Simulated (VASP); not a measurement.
# SiC (wurtzite type) (P6_3mc) in VASP: a series of runs, part 2 of 2

VASP 6.6.1.

### Step 3. Single point, PBE

This run uses another cell than the first one, of 10.50 Å³/atom.

The input, INCAR:

```
PREC = Accurate
ENCUT = 520
EDIFF = 1E-7
ISMEAR = -1
SIGMA = 0.1
LREAL = False
LASPH = True
NELM = 60
ALGO = Normal
ISIF = 2
LWAVE = False
LCHARG = False
GGA = PE
NBANDS = 16
```

The input, KPOINTS:

```
Automatic mesh
0
Gamma
  13 13 7
```

The input, POSCAR:

```
SiC
1.0
    3.0919171297      0.0000000000      0.0000000000
   -1.5459585649      2.6776787808      0.0000000000
    0.0000000000      0.0000000000      5.0742868344
Si C
2 2
Direct
    0.3333333333      0.6666666667      0.0000821098
    0.6666666667      0.3333333333      0.5000821098
    0.3333333333      0.6666666667      0.3759178902
    0.6666666667      0.3333333333      0.8759178902
```

Potentials or basis: VASP PAW PBE potentials, release 64 (Si, C).

Run with:

```console
cat potpaw_PBE.64/Si/POTCAR potpaw_PBE.64/C/POTCAR > POTCAR
mpirun -np 1 vasp_std > vasp.out
```

OUTCAR:

```text
PREC = Accurate
   ENCUT = 520
   EDIFF = 1E-7
   ISMEAR = -1
   LREAL = False
   LASPH = True
   NELM = 60
   ISIF = 2
   GGA = PE

 ion  position               nearest neighbor table
   1  0.333  0.667  0.000-   4 1.89   4 1.89   4 1.89   3 1.91   2 3.10   2 3.10   2 3.10   2 3.10
                             2 3.10   2 3.10
   2  0.667  0.333  0.500-   3 1.89   3 1.89   3 1.89   4 1.91   1 3.10   1 3.10   1 3.10   1 3.10
                             1 3.10   1 3.10
   3  0.333  0.667  0.376-   2 1.89   2 1.89   2 1.89   1 1.91
[... 660 lines left out ...]
  Direction    XX          YY          ZZ          XY          YZ          ZX
  --------------------------------------------------------------------------------------
  -------------------------------------------------------------------------------------
  Total       -0.0121422     -0.0121422     -0.0094435      0.0000000      0.0000000      0.0000000
  in kB       -0.4630716     -0.4630716     -0.3601502      0.0000000      0.0000000      0.0000000
  external PRESSURE =      -0.4287645 kB  Pullay stress =       0.0000000 kB

 VOLUME and BASIS-vectors are now :
 -----------------------------------------------------------------------------
  energy-cutoff  :      520.00
  volume of cell :       42.01
      direct lattice vectors                 reciprocal lattice vectors
     3.091917130  0.000000000  0.000000000     0.323423933  0.186728895  0.000000000
    -1.545958565  2.677678781  0.000000000     0.000000000  0.373457790  0.000000000
     0.000000000  0.000000000  5.074286834     0.000000000  0.000000000  0.197072029

 POSITION                                       TOTAL-FORCE (eV/Angst)
 -----------------------------------------------------------------------------------
     -0.00000      1.78512      0.00042         0.000000     -0.000000      0.000235
      1.54596      0.89256      2.53756        -0.000000      0.000000      0.000235
     -0.00000      1.78512      1.90752        -0.000000      0.000000     -0.000235
      1.54596      0.89256      4.44466         0.000000      0.000000     -0.000235
 -----------------------------------------------------------------------------------
    total drift:                               -0.000000      0.000000      0.000561

  FREE ENERGIE OF THE ION-ELECTRON SYSTEM (eV)
  ---------------------------------------------------
  free  energy   TOTEN  =       -30.1102757962 eV

  energy  without entropy=      -30.1102754935  energy(sigma->0) =      -30.11027564
```

OSZICAR:

```text
N       E                     dE             d eps       ncg     rms          rms(c)
DAV:   1     0.257287372719E+02    0.25729E+02   -0.70904E+03  2688   0.888E+02
DAV:   2    -0.311614318362E+02   -0.56890E+02   -0.51895E+02  3840   0.158E+02
DAV:   3    -0.337309624223E+02   -0.25695E+01   -0.25604E+01  3520   0.310E+01
DAV:   4    -0.337498246506E+02   -0.18862E-01   -0.18860E-01  3368   0.327E+00
DAV:   5    -0.337500136468E+02   -0.18900E-03   -0.18898E-03  3552   0.309E-01    0.123E+01
DAV:   6    -0.301889472017E+02    0.35611E+01   -0.64483E+00  3368   0.155E+01    0.550E+00
DAV:   7    -0.301278271704E+02    0.61120E-01   -0.10763E+00  3832   0.604E+00    0.245E+00
DAV:   8    -0.301114583816E+02    0.16369E-01   -0.45525E-02  3040   0.137E+00    0.618E-01
DAV:   9    -0.301099252663E+02    0.15331E-02   -0.74385E-03  3552   0.583E-01    0.124E-01
DAV:  10    -0.301102471695E+02   -0.32190E-03   -0.10406E-03  3216   0.186E-01    0.576E-02
DAV:  11    -0.301102741128E+02   -0.26943E-04   -0.10064E-04  3184   0.707E-02    0.136E-02
DAV:  12    -0.301102752171E+02   -0.11043E-05   -0.70142E-06  3544   0.168E-02    0.408E-03
DAV:  13    -0.301102757852E+02   -0.56803E-06   -0.49202E-07  3336   0.460E-03    0.243E-03
DAV:  14    -0.301102757962E+02   -0.11006E-07   -0.34142E-08  2096   0.122E-03
   1 F= -.30110276E+02 E0= -.30110276E+02  d E =-.302628E-06
```

stdout:

```text
POSCAR found type information on POSCAR SiC
 POSCAR found :  2 types and       4 ions
 scaLAPACK will be used
 LDA part: xc-table for (Slater+PW92), standard interpolation
 POSCAR, INCAR and KPOINTS ok, starting setup
 FFT: planning ... GRIDC
 FFT: planning ... GRID_SOFT
 FFT: planning ... GRID
 WAVECAR not read
 entering main loop
```

Run time: 53 s. Hardware: 1 thread of Intel Xeon 8259CL, shared host; peak memory 0.18 GiB.

Results:

| Item | Value |
| --- | --- |
| Free energy | -30.1103 eV |
| Pressure | 0.0 GPa |
| Band gap on the k mesh | 2.39 eV (least direct gap 3.96 eV) |

A k mesh can miss the band edges.

### Step 4. Relaxation of shape and atoms at fixed volume, PBE

This run uses another cell than the first one, of 9.24 Å³/atom.

The input, INCAR:

```
  PREC = Accurate
  ENCUT = 600
  EDIFF = 1E-7
  ISMEAR = -1
  SIGMA = 0.1
  LREAL = F
  LASPH = T
  NELM = 80
  ALGO = Normal
  ISIF = 4
  LWAVE = F
  LCHARG = F
  GGA = PE
  IBRION = 2
  NSW = 50
  EDIFFG = -0.005
```

The input, KPOINTS:

```
regular mesh
0
Gamma
  13 13 7
```

The input, POSCAR:

```
SiC
1.0
    2.9629346264      0.0000000000      0.0000000000
   -1.4814673132      2.5659766562      0.0000000000
    0.0000000000      0.0000000000      4.8626077398
Si C
2 2
Direct
    0.3333333333      0.6666666667      0.0000821098
    0.6666666667      0.3333333333      0.5000821098
    0.3333333333      0.6666666667      0.3759178902
    0.6666666667      0.3333333333      0.8759178902
```

Run with:

```console
cat potpaw_PBE.64/Si/POTCAR potpaw_PBE.64/C/POTCAR > POTCAR
mpirun -np 1 vasp_std > vasp.out
```

Run time: 1.7 min. Hardware: 1 thread of Intel Xeon 8259CL, shared host; peak memory 0.18 GiB.

It converged, with:

| Property | Result |
| --- | --- |
| Free energy | -29.6189 eV |
| Energy gained by relaxing | 0.0 meV/atom |
| Ionic steps | 4 |
| Pressure after relaxing | 34.7 GPa |
| Band gap on the k mesh | 2.18 eV (least direct gap 4.20 eV) |

Final structure:
```
CELL_PARAMETERS angstrom
2.96416 0.00000 0.00000
-1.48208 2.56703 0.00000
0.00000 0.00000 4.85860
ATOMIC_POSITIONS crystal
Si 0.33333 0.66667 0.00009
Si 0.66667 0.33333 0.50009
C 0.33333 0.66667 0.37591
C 0.66667 0.33333 0.87591
```

Levels at points of the mesh, in eV from the valence-band top:
```tsv
k point	band 4	band 5	band 6	band 7	band 8	band 9	band 10	band 11	band 12
(0.00, 0.00, 0.00)	-1.37	-1.37	-0.11	0.00	0.00	5.76	7.36	7.36	7.40
```

A k mesh can miss the band edges.

### Step 5. Summary

```csv
task,cell,cutoff (eV),gap on the mesh (eV),pressure (GPa)
single point,"a = 3.029, b = 3.029, c = 4.969 Å, angles 90.0, 90.0, 120.0°, 4 atoms",520,2.29,14.8
single point,"a = 3.092, b = 3.092, c = 5.074 Å, angles 90.0, 90.0, 120.0°, 4 atoms",520,2.39,0.0
relaxation of shape and atoms at fixed volume,"relaxed from a = 2.963, b = 2.963, c = 4.863 Å, angles 90.0, 90.0, 120.0°, 4 atoms",600,2.18,34.7
```

Alike in all rows: level PBE; potentials or basis VASP PAW PBE potentials, release 64 (Si, C); no spin polarisation; k mesh 13 × 13 × 7; smearing fermi-dirac 0.1 eV.

Caveats: the cell stands under pressure (at least some runs).

Total energies depend on the potentials used, so only differences within one code and one set of settings carry meaning.
